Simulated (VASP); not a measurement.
# Si25C24 (a cell with a defect) in VASP: notebook, part 2 of 2

VASP 6.6.1. The steps go on from the part before.

## 3. Relaxation of the atoms, PBE (with an interstitial atom)

The input, INCAR:

```
  ALGO = Normal
  EDIFF = 1E-7
  EDIFFG = -0.025
  ENCUT = 520
  GGA = PE
  GGA_COMPAT = F
  IBRION = 2
  ISIF = 2
  ISMEAR = 0
  KPAR = 2
  LASPH = T
  LCHARG = F
  LREAL = Auto
  LWAVE = F
  NCORE = 2
  NELM = 120
  NELMIN = 4
  NSW = 65
  PREC = Accurate
  SIGMA = 0.01
```

The input, KPOINTS:

```
Automatic mesh
0
Gamma
  2 2 2
  0.5 0.5 0.5
```

The input, POSCAR:

```
Si25C24
1.0
    3.0919365161      5.3553911397      5.0742922929
   -6.1838730322      0.0000000000      5.0742922929
    3.0919365161     -5.3553911397      5.0742922929
Si C
25 24
Direct
    0.3331939024      0.6665272357      0.4998605691
    0.6665272357      0.9998605691      0.8331939024
    0.4998605691      0.8331939024      0.1665272357
    0.4998605691      0.3331939024      0.6665272357
    0.3331939024      0.1665272357      0.9998605691
    0.6665272357      0.4998605691      0.3331939024
    0.9998605691      0.8331939024      0.6665272357
    0.8331939024      0.6665272357      0.9998605691
    0.1665272357      0.9998605691      0.3331939024
    0.8331939024      0.1665272357      0.4998605691
    0.1665272357      0.4998605691      0.8331939024
    0.9998605691      0.3331939024      0.1665272357
    0.4998605691      0.6665272357      0.8331939024
    0.8331939024      0.9998605691      0.1665272357
    0.6665272357      0.8331939024      0.4998605691
    0.6665272357      0.3331939024      0.9998605691
    0.4998605691      0.1665272357      0.3331939024
    0.8331939024      0.4998605691      0.6665272357
    0.1665272357      0.8331939024      0.9998605691
    0.9998605691      0.6665272357      0.3331939024
    0.3331939024      0.9998605691      0.6665272357
    0.9998605691      0.1665272357      0.8331939024
    0.3331939024      0.4998605691      0.1665272357
    0.1665272357      0.3331939024      0.4998605691
    0.0694444444      0.0694444444      0.0694444444
    0.4584727643      0.7918060976      0.6251394309
    0.7918060976      0.1251394309      0.9584727643
    0.6251394309      0.9584727643      0.2918060976
    0.6251394309      0.4584727643      0.7918060976
    0.4584727643      0.2918060976      0.1251394309
    0.7918060976      0.6251394309      0.4584727643
    0.1251394309      0.9584727643      0.7918060976
    0.9584727643      0.7918060976      0.1251394309
    0.2918060976      0.1251394309      0.4584727643
    0.9584727643      0.2918060976      0.6251394309
    0.2918060976      0.6251394309      0.9584727643
    0.1251394309      0.4584727643      0.2918060976
    0.2918060976      0.4584727643      0.6251394309
    0.6251394309      0.7918060976      0.9584727643
    0.4584727643      0.6251394309      0.2918060976
    0.4584727643      0.1251394309      0.7918060976
    0.2918060976      0.9584727643      0.1251394309
    0.6251394309      0.2918060976      0.4584727643
    0.9584727643      0.6251394309      0.7918060976
    0.7918060976      0.4584727643      0.1251394309
    0.1251394309      0.7918060976      0.4584727643
    0.7918060976      0.9584727643      0.6251394309
    0.1251394309      0.2918060976      0.9584727643
    0.9584727643      0.1251394309      0.2918060976
```

Potentials or basis: VASP PAW PBE potentials, release 64 (Si, C).

Launch:

```bash
cat potpaw_PBE.64/Si/POTCAR potpaw_PBE.64/C/POTCAR > POTCAR
mpirun -np 4 vasp_std > vasp.out
```

Run time: 11 min. Hardware: 4 MPI ranks of Intel Xeon Platinum 8259CL at 2.50GHz (Skylake/Cascade Lake), shared host; peak memory 0.37 GiB.

Results (log left out):

- Free energy: -356.5373 eV
- Energy gained by relaxing: 58.8 meV/atom
- Ionic steps: 18
- Pressure after relaxing: 5.7 GPa
- Largest force after relaxing: 0.016 eV/Å
- Band gap on the k mesh: zero (bands 98 and 99 overlap by 0.38 eV)

Forces in eV/Å, atoms in the order of the input:
```
Si  -0.002  0.008 -0.008
Si   0.004 -0.001  0.001
Si  -0.007 -0.002 -0.005
Si  -0.006 -0.006 -0.008
Si  -0.006 -0.011  0.009
Si   0.008 -0.002 -0.008
Si  -0.002 -0.003  0.001
Si  -0.001  0.003  0.001
Si  -0.007  0.011  0.009
Si   0.002  0.007 -0.005
Si   0.005 -0.005 -0.005
Si   0.013  0.001  0.009
Si   0.002 -0.004  0.002
Si   0.002  0.004  0.004
Si  -0.004  0.001  0.002
Si   0.006 -0.001  0.006
Si   0.005 -0.004 -0.006
Si   0.003  0.003  0.002
Si  -0.004  0.000  0.004
Si  -0.002  0.006  0.006
Si  -0.004 -0.005  0.006
Si   0.002 -0.004  0.004
Si   0.001  0.007 -0.006
Si  -0.006 -0.002 -0.006
Si   0.000  0.000  0.001
C    0.011  0.004 -0.005
C   -0.007 -0.006  0.006
C    0.011  0.002 -0.005
C   -0.009  0.008 -0.005
C    0.005  0.013 -0.002
C   -0.002 -0.012 -0.005
C   -0.002  0.009  0.006
C    0.009 -0.003  0.006
C    0.009 -0.011 -0.002
C   -0.004 -0.011 -0.005
C   -0.007  0.009 -0.005
C   -0.014 -0.002 -0.002
C   -0.004 -0.003  0.002
C    0.001 -0.005 -0.006
C   -0.001  0.005  0.002
C    0.001  0.003  0.003
C    0.010  0.008  0.004
C    0.004 -0.002  0.002
C    0.004  0.004 -0.006
C   -0.003 -0.001  0.003
C    0.002 -0.002  0.003
C   -0.005  0.002 -0.006
C   -0.012  0.004  0.004
C    0.002 -0.012  0.004
```

Stress tensor (GPa, compression positive):
```
5.10 0.00 0.00
0.00 5.10 0.00
0.00 0.00 6.84
```

The path:
| step | energy change (eV) | largest force (eV/Å) | pressure (GPa) |
| --- | --- | --- | --- |
| 1 | 0.0000 | 5.4111 | 7.44 |
| 2 | -0.6991 | 6.8487 | 6.69 |
| 3 | -2.1242 | 1.8654 | 5.97 |
| 4 | -2.6205 | 1.2276 | 5.67 |
| 5 | -2.6405 | 1.1210 | 5.66 |
| 6 | -2.7794 | 0.4298 | 5.60 |
| 7 | -2.7794 | 0.4296 | 5.60 |
| 8 | -2.8349 | 0.2515 | 5.61 |
| 9 | -2.8418 | 0.2937 | 5.62 |
| 10 | -2.8667 | 0.2158 | 5.64 |
| 11 | -2.8668 | 0.2338 | 5.65 |
| 12 | -2.8757 | 0.0847 | 5.67 |
| 13 | -2.8758 | 0.0902 | 5.67 |
| 14 | -2.8792 | 0.0402 | 5.67 |
| 15 | -2.8792 | 0.0393 | 5.67 |
| 16 | -2.8801 | 0.0301 | 5.67 |
| 17 | -2.8801 | 0.0312 | 5.68 |
| 18 | -2.8805 | 0.0158 | 5.68 |

Final structure:
```
Si C
1.0
     3.09194    5.35539    5.07429
    -6.18387    0.00000    5.07429
     3.09194   -5.35539    5.07429
Si C
25 24
Direct
  0.33440 0.66391 0.50153
  0.66569 0.99792 0.82921
  0.50252 0.83114 0.16794
  0.50153 0.33440 0.66391
  0.35769 0.17432 0.99019
  0.66391 0.50153 0.33440
  0.99792 0.82921 0.66569
  0.82921 0.66569 0.99792
  0.17432 0.99019 0.35769
  0.83114 0.16794 0.50252
  0.16794 0.50252 0.83114
  0.99019 0.35769 0.17432
  0.49985 0.66619 0.83221
  0.82572 0.99322 0.15950
  0.66619 0.83221 0.49985
  0.66650 0.33462 0.99713
  0.50198 0.16672 0.33359
  0.83221 0.49985 0.66619
  0.15950 0.82572 0.99322
  0.99713 0.66650 0.33462
  0.33462 0.99713 0.66650
  0.99322 0.15950 0.82572
  0.33359 0.50198 0.16672
  0.16672 0.33359 0.50198
  0.09119 0.09119 0.09119
  0.45854 0.79042 0.62442
  0.78323 0.12604 0.95376
  0.62241 0.95745 0.29236
  0.62442 0.45854 0.79042
  0.46086 0.29471 0.12663
  0.79042 0.62442 0.45854
  0.12604 0.95376 0.78323
  0.95376 0.78323 0.12604
  0.29471 0.12663 0.46086
  0.95745 0.29236 0.62241
  0.29236 0.62241 0.95745
  0.12663 0.46086 0.29471
  0.29217 0.45637 0.62577
  0.62254 0.79257 0.95737
  0.45637 0.62577 0.29217
  0.46123 0.12398 0.78445
  0.29318 0.95815 0.12596
  0.62577 0.29217 0.45637
  0.95737 0.62254 0.79257
  0.78445 0.46123 0.12398
  0.12398 0.78445 0.46123
  0.79257 0.95737 0.62254
  0.12596 0.29318 0.95815
  0.95815 0.12596 0.29318
```

Levels at points of the mesh, in eV from the Fermi level:
| k point | band 95 | band 96 | band 97 | band 98 | band 99 | band 100 | band 101 | band 102 | band 103 | band 104 |
| --- | --- | --- | --- | --- | --- | --- | --- | --- | --- | --- |
| (0.25, 0.25, 0.25) | -3.06 | -3.05 | -1.77 | -0.28 | -0.06 | -0.06 | -0.06 | 0.36 | 0.38 | 1.24 |

Caveat: the k points lie up to 0.40 Å⁻¹ apart; the cell differs from its parent crystal (with an interstitial atom).
